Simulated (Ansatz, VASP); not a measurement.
# One calculation of TiAl3, two programs

File INCAR:

```
PREC     = Accurate       # precision mode
ENCUT    = 520            # plane-wave cutoff, eV
EDIFF    = 1E-6           # SCF threshold, eV
ISMEAR   = 0              # smearing method
SIGMA    = 0.1            # smearing width, eV
LREAL    = F              # projectors in reciprocal space
LASPH    = T              # aspherical terms in the spheres
NELM     = 80             # most SCF steps
ALGO     = Fast           # electronic algorithm
ISIF     = 2              # what is computed and relaxed
LWAVE    = F              # write WAVECAR
LCHARG   = T              # write CHGCAR
GGA      = PE             # functional
LELF     = T              # ELF
LVHAR    = T            
NBANDS   = 18             # bands
```

The input KPOINTS:

```
regular mesh
0
Gamma
  12 12 12
```

The input POSCAR:

```
TiAl3
1.0
    4.0190741933      0.0000000000      0.0000000000
    0.0000000000      4.0190741933      0.0000000000
    0.0000000000      0.0000000000      4.0190741933
Ti Al
1 3
Direct
    0.0000000000      0.0000000000      0.0000000000
    0.5000000000      0.0000000000      0.5000000000
    0.0000000000      0.5000000000      0.5000000000
    0.5000000000      0.5000000000      0.0000000000
```

Input for Ansatz:

```yaml
crystal:
  lattice:
    - [4.0190741933, 0.0, 0.0]
    - [0.0, 4.0190741933, 0.0]
    - [0.0, 0.0, 4.0190741933]
  atoms:
    - { symbol: Ti, position: [0.0, 0.0, 0.0] }
    - { symbol: Al, position: [0.5, 0.0, 0.5] }
    - { symbol: Al, position: [0.0, 0.5, 0.5] }
    - { symbol: Al, position: [0.5, 0.5, 0.0] }
basis:
  ecutwfc: 420
kpoints:
  mp_grid: { grid: [12, 12, 12] }
hamiltonian:
  xc: pbe
scf:
  occupations: { method: gaussian, width: 0.1 }
output:
  forces: true
  stress: true
  eigenvalues: true
```

Alike in both runs: task single point; functional PBE; k mesh 12 × 12 × 12; occupations gaussian, width 0.1 eV; no spin polarisation.

```csv
,VASP,Ansatz
version,VASP 6.6.1,Ansatz 0.2.0
potentials or method,"VASP PAW PBE potentials, release 64 (Ti_sv, Al), cutoff 520 eV","scalar-relativistic, plane waves, PAW"
valence electrons in the cell,21,21
```

|  | VASP | Ansatz | Ansatz less VASP |
| --- | --- | --- | --- |
| gap on the k mesh at the Fermi level (eV) | none | none | - |
| pressure (GPa) | -3.0 | -2.9 | +0.04 |

A gap of «none» marks a metal or a gap that the smearing closes. The functional is the same, so the differences come from potentials, cutoffs and numerics.
